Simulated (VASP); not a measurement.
Runs of VASP 6.6.1 on Nb. The typed cell holds 1 atom: a = 2.707 Å, b = 3.357 Å, c = 2.926 Å, α = 126.55°, β = 106.47°, γ = 102.66°. 

```csv
level,potentials or basis,spin,k mesh,smearing,grid for exact exchange (PRECFOCK),screening parameter,gap on the mesh (eV),pressure (GPa)
r2SCAN,"VASP PAW PBE potentials, release 64 (Nb_sv)",off,7 × 6 × 7,fermi-dirac 0.05 eV,-,-,none,9.9
HSE06,"VASP PAW PBE potentials, release 64 (Nb_sv)",off,6 × 6 × 7,fermi-dirac 0.05 eV,Normal,0.2079 1/Å,none,(a)
PBE,"VASP PAW PBE potentials, release 64 (Nb_sv)",off,9 × 8 × 9,methfessel-paxton 0.1 eV,-,-,none,11.1
PBE,"VASP PAW PBE potentials, release 64 (Nb_sv)",off,16 × 15 × 18,methfessel-paxton 0.1 eV,-,-,none,(b)
PBE,"VASP PAW PBE potentials, release 64 (Nb_sv)",off,9 × 8 × 9,gaussian 0.1 eV,-,-,none,(c)
PBE,"VASP PAW PBE potentials, release 64 (Nb_sv)",off,19 × 18 × 21,methfessel-paxton 0.1 eV,-,-,none,11.1
PBE,"VASP PAW PBE potentials, release 64 (Nb_sv)",off,13 × 13 × 15,methfessel-paxton 0.1 eV,-,-,none,11.3
PBEsol,"VASP PAW PBE potentials, release 64 (Nb_sv)",off,7 × 6 × 7,fermi-dirac 0.05 eV,-,-,none,4.8
LDA,"VASP PAW LDA potentials, release 64 (Nb_sv)",off,7 × 6 × 7,fermi-dirac 0.05 eV,-,-,none,0.9
PBE,"VASP PAW PBE potentials, release 64 (Nb_sv)","non-collinear, zero start, SOC",9 × 8 × 9,fermi-dirac 0.1 eV,-,-,-,11.4
```

Alike in all rows: task single point; cell as given; cutoff (eV) 520.

Fill in the values left out.

(a) 6.2; (b) 11.0; (c) 11.2.

Caveats: some runs use coarse meshes; the PAW data sets were made with another functional, which shifts forces and pressure a little (some runs).

A k mesh can miss the band edges, and rows without SOC leave out spin-orbit coupling on Nb.

A gap of «none» marks levels without a gap at the run's occupations.
